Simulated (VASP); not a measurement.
A run of VASP 6.6.1 is set up as follows.

Contents of INCAR:

```
PREC     = Accurate       # precision mode
ENCUT    = 500            # plane-wave cutoff, eV
EDIFF    = 1E-6           # SCF threshold, eV
ISMEAR   = 0              # smearing method
SIGMA    = 0.01           # smearing width, eV
LREAL    = F              # projectors in reciprocal space
LASPH    = T              # aspherical terms in the spheres
NELM     = 120            # most SCF steps
ALGO     = Normal         # electronic algorithm
ISIF     = 2              # what is computed and relaxed
LWAVE    = F              # write WAVECAR
LCHARG   = F              # write CHGCAR
GGA      = CA             # functional
NBANDS   = 11             # bands
GGA_COMPAT= F
```

The input KPOINTS:

```
Automatic mesh
0
Gamma
  10 10 10
```

The input POSCAR:

```
BP
1.0
    0.0000000000      2.1049605360      2.1049605360
    2.1049605360      0.0000000000      2.1049605360
    2.1049605360      2.1049605360      0.0000000000
B P
1 1
Direct
    0.0000000000      0.0000000000      0.0000000000
    0.2500000000      0.2500000000      0.2500000000
```

Potentials or basis: VASP PAW LDA potentials, release 64 (B, P).

Launch:

```console
$ cat potpaw_LDA.64/B/POTCAR potpaw_LDA.64/P/POTCAR > POTCAR
$ mpirun -np 1 vasp_std > vasp.out
```

Problem. Estimate the pressure.

Solution. 48.3 GPa.

Problem. Predict the band gap on the k mesh.

Solution. 0.86 eV (least direct gap 3.86 eV).

Caveat: the cell stands under pressure. A k mesh can miss the band edges.
